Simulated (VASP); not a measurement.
# TiO2 in VASP: notebook

TiO2 is run at these levels: LDA; tasks: relaxation of shape and atoms at fixed volume, single point.

Everything below comes from runs of VASP 6.6.1. Logs are shortened: lines on timing, memory, paths and dates and some standing lists are left out, and cuts for length are marked.

### Step 1. The cell of the first run

The typed cell holds 6 atoms: a = 3.676 Å, b = 3.676 Å, c = 5.155 Å, α = 110.89°, β = 110.89°, γ = 90.00°.

### Step 2. Relaxation of shape and atoms at fixed volume, LDA (10.03 Å³/atom)

The input, INCAR:

```
PREC = Accurate
ENCUT = 600
EDIFF = 1E-7
ISMEAR = 0
SIGMA = 0.02
LREAL = False
LASPH = True
NELM = 80
ALGO = Normal
ISIF = 4
LWAVE = False
LCHARG = False
GGA = CA
IBRION = 2
NSW = 50
EDIFFG = -0.01
```

The input, KPOINTS:

```
regular mesh
0
Gamma
  8 8 6
```

The input, POSCAR:

```
TiO2
1.0
    2.5993154029     -2.5993593907     -0.0195280389
    2.5993154029      2.5993593907     -0.0195280389
   -2.5657719816      0.0000000000      4.4711794610
Ti O
2 4
Direct
    0.1250097724      0.8749902276      0.2500000000
    0.8749902276      0.1250097724      0.7500000000
    0.3396763601      0.0896930364      0.6793613189
    0.6603236399      0.9103069636      0.3206386811
    0.9103069636      0.6603236399      0.8206386811
    0.0896930364      0.3396763601      0.1793613189
```

Potentials or basis: VASP PAW LDA potentials, release 64 (Ti_sv, O).

Command:

```sh
$ cat potpaw_LDA.64/Ti_sv/POTCAR potpaw_LDA.64/O/POTCAR > POTCAR
$ mpirun -np 1 vasp_std > vasp.out
```

OUTCAR:

```text
PREC = Accurate
   ENCUT = 600
   EDIFF = 1E-7
   ISMEAR = 0
   LREAL = False
   LASPH = True
   NELM = 80
   ISIF = 4
   GGA = CA
   IBRION = 2
   NSW = 50
   EDIFFG = -0.01

 ion  position               nearest neighbor table
   1  0.125  0.875  0.250-   4 1.86   6 1.86   6 1.86   4 1.86   3 1.91   5 1.91   2 2.89   2 2.89
                             2 2.89   2 2.89
   2  0.875  0.125  0.750-   5 1.86   3 1.86   5 1.86   3 1.86   6 1.91   4 1.91   1 2.89   1 2.89
                             1 2.89   1 2.89
   3  0.340  0.090  0.679-   2 1.86   2 1.86   1 1.91
   4  0.660  0.910  0.321-   1 1.86   1 1.86   2 1.91
   5  0.910  0.660  0.821-   2 1.86   2 1.86   1 1.91
   6  0.090  0.340  0.179-   1 1.86   1 1.86   2 1.91

  LATTYP: Found a body centered tetragonal cell.
 ALAT       =     3.6760700687
 C/A-ratio  =     2.4220309803

  Lattice vectors:

 A1 = (  -0.0335434213,   2.5993593907,  -4.4516514221)
 A2 = (  -0.0335434213,  -2.5993593907,  -4.4516514221)
 A3 = (  -2.5657719816,   0.0000000000,   4.4711794610)

Analysis of symmetry for initial positions (statically):
=====================================================================
 Subroutine PRICEL returns:
 Original cell was already a primitive cell.

 Routine SETGRP: Setting up the symmetry group for a
 body centered tetragonal supercell.

 Subroutine GETGRP returns: Found  4 space group operations
 (whereof  2 operations were pure point group operations)
 out of a pool of 16 trial point group operations.

The static configuration has the point symmetry S_2 .
 The point group associated with its full space group is C_2h.

Analysis of symmetry for dynamics (positions and initial velocities):
=====================================================================
 Subroutine PRICEL returns:
 Original cell was already a primitive cell.

 Routine SETGRP: Setting up the symmetry group for a
 body centered tetragonal supercell.

 Subroutine GETGRP returns: Found  4 space group operations
 (whereof  2 operations were pure point group operations)
 out of a pool of 16 trial point group operations.

The dynamic configuration has the point symmetry S_2 .
 The point group associated with its full space group is C_2h.

 Subroutine INISYM returns: Found  4 space group operations
 (whereof  2 operations are pure point group operations),
 and found     1 'primitive' translations

----------------------------------------------------------------------------------------

                                     Primitive cell

  volume of cell :      60.1591

  direct lattice vectors                    reciprocal lattice vectors
     2.599315403 -2.599359391 -0.019528039     0.193191223 -0.192355086  0.110862163
     2.599315403  2.599359391 -0.019528039     0.193191223  0.192355086  0.110862163
    -2.565771982  0.000000000  4.471179461     0.001687539  0.000000000  0.224623022

  length of vectors
     3.676070069  3.676070069  5.155058839     0.294302135  0.294302135  0.224629361

  position of ions in fractional coordinates (direct lattice)
     0.125009772  0.874990228  0.250000000
     0.874990228  0.125009772  0.750000000
     0.339676360  0.089693036  0.679361319
     0.660323640  0.910306964  0.320638681
     0.910306964  0.660323640  0.820638681
     0.089693036  0.339676360  0.179361319

  ion indices of the primitive-cell ions
   primitive index   ion index
                 1           1
                 2           2
                 3           3
                 4           4
                 5           5
                 6           6

----------------------------------------------------------------------------------------

 KPOINTS: regular mesh

Automatic generation of k-mesh.
 Grid dimensions read from file:
 generate k-points for:    8    8    6

 Generating k-lattice:

  Cartesian coordinates                     Fractional coordinates (reciprocal lattice)
     0.024148903 -0.024044386  0.013857770     0.125000000  0.000000000  0.000000000
     0.024148903  0.024044386  0.013857770     0.000000000  0.125000000  0.000000000
     0.000281257  0.000000000  0.037437170     0.000000000  0.000000000  0.166666667

  Length of vectors
     0.036787767  0.036787767  0.037438227

  Shift w.r.t. Gamma in fractional coordinates (k-lattice)
     0.000000000  0.000000000  0.000000000

 Subroutine IBZKPT returns following result:
 ===========================================

 Found    114 irreducible k-points:

 Following reciprocal coordinates:
            Coordinates               Weight
  0.000000  0.000000  0.000000      1.000000
  0.125000  0.000000  0.000000      4.000000
  0.250000  0.000000  0.000000      4.000000
  0.375000  0.000000  0.000000      4.000000
  0.500000  0.000000  0.000000      2.000000
  0.125000  0.125000  0.000000      2.000000
[... 16 lines left out ...]
  0.125000  0.000000  0.166667      4.000000
  0.250000  0.000000  0.166667      4.000000
 [... further k-points ...]
   k-points           NKPTS =    114   k-points in BZ     NKDIM =    114   number of bands    NBANDS=     28
   number of dos      NEDOS =    301   number of ions     NIONS =      6
   total plane-waves  NPLWV =  37800
   dimension x,y,z NGX =    30 NGY =   30 NGZ =   42
   dimension x,y,z NGXF=    60 NGYF=   60 NGZF=   84
   ions per type =               2   4
   NGX,Y,Z   is equivalent  to a cutoff of  13.57, 13.57, 13.54 a.u.
   NGXF,Y,Z  is equivalent  to a cutoff of  27.13, 27.13, 27.09 a.u.
 SYSTEM =  unknown system
   PREC   = accura    normal or accurate (medium, high low for compatibility)
   ISTART =      0    job   : 0-new  1-cont  2-samecut
   ICHARG =      2    charge: 1-file 2-atom 10-const
   ISPIN  =      1    spin polarized calculation?
   LNONCOLLINEAR =      F non collinear calculations
   LSORBIT =      F    spin-orbit coupling
   LASPH  =      T    aspherical Exc in radial PAW
   ENCUT  =  600.0 eV  44.10 Ry    6.64 a.u.   7.34  7.34 10.30*2*pi/ulx,y,z
   NELM   =     80;   NELMIN=  2; NELMDL= -5     # of ELM steps
   EDIFF  = 0.1E-06   stopping-criterion for ELM
   LREAL  =      F    real-space projection
   EDIFFG = -.1E-01   stopping-criterion for IOM
   NSW    =     50    number of steps for IOM
   IBRION =      2    ionic relax: 0-MD 1-quasi-New 2-CG
   NFREE  =      1    steps in history (QN), initial steepest desc. (CG)
   ISIF   =      4    stress and relaxation
   ISYM   =      2    0-nonsym 1-usesym 2-fastsym
   POTIM  = 0.5000    time-step for ionic-motion
   TEBEG  =    0.0;   TEEND  =   0.0 temperature during run
   PSTRESS=    0.0 pullay stress
   NELECT =      48.0000    total number of electrons
   NUPDOWN=      -1.0000    fix difference up-down
   EMIN   =  10.00;   EMAX   =-10.00  energy-range for DOS
   EFERMI =   0.00;   METHOD = LEGACY
   ISMEAR =     0;   SIGMA  =   0.02  broadening in eV -4-tet -1-fermi 0-gaus
   EFERMI_NEDOS =   21; number of points for ismear=-14 and -15
   IALGO  =     38    algorithm
   IMIX   =      4    mixing-type and parameters
     AMIX     =   0.40;   BMIX     =  1.00
     AMIX_MAG =   1.60;   BMIX_MAG =  1.00
  volume/ion in A,a.u.               =      10.03        67.66
  Fermi-wavevector in a.u.,A,eV,Ry     =   1.518407  2.869373 31.369050  2.305560
  Thomas-Fermi vector in A             =   2.627532
   LORBIT       =      0    0 simple, 1 ext, 2 COOP (PROOUT), +10 PAW based schemes
   GGA     = CA    functional components
   LHFCALC =     F    Hartree Fock is set to
   AEXX    =    0.0000 exact exchange contribution
   IVDW    =     0    specifies the selected vdW correction
   LEPSILON=     F    determine dielectric tensor
   LRPA    =     F    only Hartree local field effects (RPA)
 conjugate gradient relaxation of ions
 non-spin polarized calculation
 Gauss-broadening in eV      SIGMA  =   0.02
  energy-cutoff  :      600.00
  volume of cell :       60.16
 maximum number of plane-waves:      2049
 NGX is ok and might be reduce to    30
   NGX = 15   NGY = 15   NGZ = 21

--------------------------------------- Ionic step        1  -------------------------------------------

 number of electron      48.0000000 magnetization

 Free energy of the ion-electron system (eV)
  ---------------------------------------------------
  ext. energy  EPLUGINS =         0.00000000
  ---------------------------------------------------
  free energy    TOTEN  =       -58.42923539 eV

  energy without entropy =      -58.42923539  energy(sigma->0) =      -58.42923539

------------------------ aborting loop because EDIFF is reached ----------------------------------------

  FORCE on cell =-STRESS in cart. coord.  units (eV):
  Direction    XX          YY          ZZ          XY          YZ          ZX
  --------------------------------------------------------------------------------------
  -------------------------------------------------------------------------------------
  Total        8.9702807      8.9705913      8.9734149      0.0000000      0.0000000      0.0000932
  in kB      238.8996851    238.9079566    238.9831559      0.0000000      0.0000000      0.0024824
  external PRESSURE =     238.9302658 kB  Pullay stress =       0.0000000 kB
[... 145 lines left out ...]
  energy  without entropy=      -58.4453449135  energy(sigma->0) =      -58.44534491

--------------------------------------- Ionic step        5  -------------------------------------------

 number of electron      47.9999993 magnetization

 Free energy of the ion-electron system (eV)
  ---------------------------------------------------
  ext. energy  EPLUGINS =         0.00000000
  ---------------------------------------------------
  free energy    TOTEN  =       -58.45602424 eV

  energy without entropy =      -58.45602424  energy(sigma->0) =      -58.45602424

 E-fermi :   4.6013     XC(G=0): -12.0423

 val. band max:        4.4695375986   @ k =   0.5000   0.5000   0.0000
 cond. band min:       6.2538844110   @ k =   0.0000   0.0000   0.0000
 fundamental gap:      1.7843468124
 Fermi energy:         4.6013086995

 k-point     1 :       0.0000    0.0000    0.0000
  band No.  band energies     occupation
      1     -51.0410      2.00000
      2     -50.9097      2.00000
      3     -28.0995      2.00000
      4     -27.7545      2.00000
      5     -27.7545      2.00000
      6     -27.6129      2.00000
[... 733 lines left out ...]
     27       7.8293      0.00000
     28       8.2991      0.00000

 [... further k-points ...]

------------------------ aborting loop because EDIFF is reached ----------------------------------------

  FORCE on cell =-STRESS in cart. coord.  units (eV):
  Direction    XX          YY          ZZ          XY          YZ          ZX
  --------------------------------------------------------------------------------------
  -------------------------------------------------------------------------------------
  Total        7.6189194      7.6191389      7.5488944      0.0000000      0.0000000     -0.0007360
  in kB      202.9097530    202.9155987    201.0448223      0.0000000      0.0000000     -0.0196016
  external PRESSURE =     202.2900580 kB  Pullay stress =       0.0000000 kB
[... 21 lines left out ...]
  FREE ENERGIE OF THE ION-ELECTRON SYSTEM (eV)
  ---------------------------------------------------
  free  energy   TOTEN  =       -58.4560242376 eV

  energy  without entropy=      -58.4560242376  energy(sigma->0) =      -58.45602424

 reached required accuracy - stopping structural energy minimisation
```

Wall time 13 min (1 thread of Intel Xeon 8259CL, shared host); peak memory 0.31 GiB.

What came out:

| Item | Value |
| --- | --- |
| Free energy | -58.4560 eV |
| Energy gained by relaxing | 4.5 meV/atom |
| Ionic steps | 5 |
| Pressure after relaxing | 20.2 GPa |
| Largest force after relaxing | 0.005 eV/Å |
| Band gap on the k mesh | 1.78 eV (least direct gap 2.39 eV) |

Forces in eV/Å, atoms in the order of the input:
```
Ti   0.000  0.000  0.000
Ti   0.000  0.000  0.000
O    0.000  0.000  0.005
O    0.000  0.000 -0.005
O    0.000  0.000 -0.005
O    0.000  0.000  0.005
```

Stress tensor (GPa, compression positive):
```
20.29  0.00  0.00
 0.00 20.29  0.00
 0.00  0.00 20.10
```

The path:
```csv
step,energy change (eV),largest force (eV/Å),pressure (GPa),volume (Å³)
1,0.0000,0.2926,23.89,60.16
2,-0.0086,0.0155,22.77,60.16
3,-0.0086,0.0004,22.71,60.16
4,-0.0161,0.0018,22.08,60.16
5,-0.0268,0.0051,20.23,60.16
```

Final structure:
```
Ti O
1.0
     2.62430   -2.62437   -0.01973
     2.62430    2.62437   -0.01973
    -2.59142    0.00000    4.38697
Ti O
2 4
Cartesian
  1.9764 1.9683 1.0770
  0.6807 -1.9683 3.2705
  -0.6334 -0.6560 3.0146
  3.2906 0.6560 1.3330
  1.9949 -0.6560 3.5264
  0.6623 0.6560 0.8211
```

[end of part 1 of 2]
